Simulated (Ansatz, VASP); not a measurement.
One calculation of FeCo4, two programs

```
Fe Co
1.0
     2.49015    0.00000    0.00000
    -1.24508    2.15653    0.00000
     0.00000    0.00000   20.62394
Fe Co
2 8
Direct
  0.33333 0.66667 0.25000
  0.66667 0.33333 0.75000
  0.33333 0.66667 0.04968
  0.33333 0.66667 0.45032
  0.33333 0.66667 0.64693
  0.33333 0.66667 0.85307
  0.66667 0.33333 0.14693
  0.66667 0.33333 0.35307
  0.66667 0.33333 0.54968
  0.66667 0.33333 0.95032
```

Alike in both runs: functional PBE; k mesh 6 × 6 × 1; occupations gaussian, width 0.1 eV; collinear spin.

Ansatz relaxed the structure, and its values are those at the end. VASP's run is a single point on that final structure, the one shown.

|  | VASP | Ansatz |
| --- | --- | --- |
| version | VASP 6.6.1 | Ansatz 0.2.0 |
| potentials or method | VASP PAW PBE potentials, release 64 (Fe, Co), cutoff 520 eV | scalar-relativistic, plane waves, PAW |
| valence electrons in the cell | 88 | 168 |

Ansatz gave:

```
gap on the k mesh at the Fermi level (eV)                     : none
pressure (GPa)                                                : 0.0
rms of the force components (eV/Å)                            : 0.000
net moment per atom (μB)                                      : 1.81
size of the moment on the site where the two differ most (μB) : 1.73
```

Q: What did VASP give for the same quantities?

A: gap on the k mesh at the Fermi level (eV): none; pressure (GPa): -0.3; rms of the force components (eV/Å): 0.007; net moment per atom (μB): 1.81; size of the moment on the site where the two differ most (μB): 1.67.

Site moments also hang on the region over which each program counts them. A gap of «none» marks a metal or a gap that the smearing closes. VASP's potentials hold 88 valence electrons a cell and Ansatz's 168, so a difference there can come from the potentials and not from the codes.

The k mesh is coarse, so the values compare programs but aren't converged. Noted on VASP's run: too few bands were computed for a metal, which touches its energy and stress.
